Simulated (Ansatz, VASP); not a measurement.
# Two plane-wave programs on Sc3B2Sb

```
CELL_PARAMETERS angstrom
6.79142 0.00000 0.00000
-3.39571 5.88154 0.00000
0.00000 0.00000 3.16561
ATOMIC_POSITIONS crystal
Sc 0.48364 0.51636 0.00000
Sc 0.48364 0.96728 0.00000
Sc 0.03272 0.51636 0.00000
B 0.66667 0.33333 0.00000
B 0.66667 0.33333 0.50000
Sb 0.00000 0.00000 0.00000
```

Alike in both runs: functional PBE; k mesh 3 × 3 × 6; occupations gaussian, width 0.1 eV; no spin polarisation.

Ansatz relaxed the structure, and its values are those at the end. VASP's run is a single point on that final structure, the one shown.

|  | VASP | Ansatz |
| --- | --- | --- |
| version | VASP 6.6.1 | Ansatz 0.2.0 |
| potentials or method | VASP PAW PBE potentials, release 64 (Sc_sv, B, Sb), cutoff 520 eV | scalar-relativistic, plane waves, PAW |
| valence electrons in the cell | 44 | 54 |

```csv
,VASP,Ansatz,Ansatz less VASP
gap on the k mesh at the Fermi level (eV),none,none,-
pressure (GPa),0.0,-0.1,-0.10
rms of the force components (eV/Å),0.002,0.016,+0.0143
```

A gap of «none» marks a metal or a gap that the smearing closes. The functional is the same, so the differences come from potentials, cutoffs and numerics. VASP's potentials hold 44 valence electrons a cell and Ansatz's 54, so a difference there can come from the potentials and not from the codes.

Neither program's run includes spin-orbit coupling.
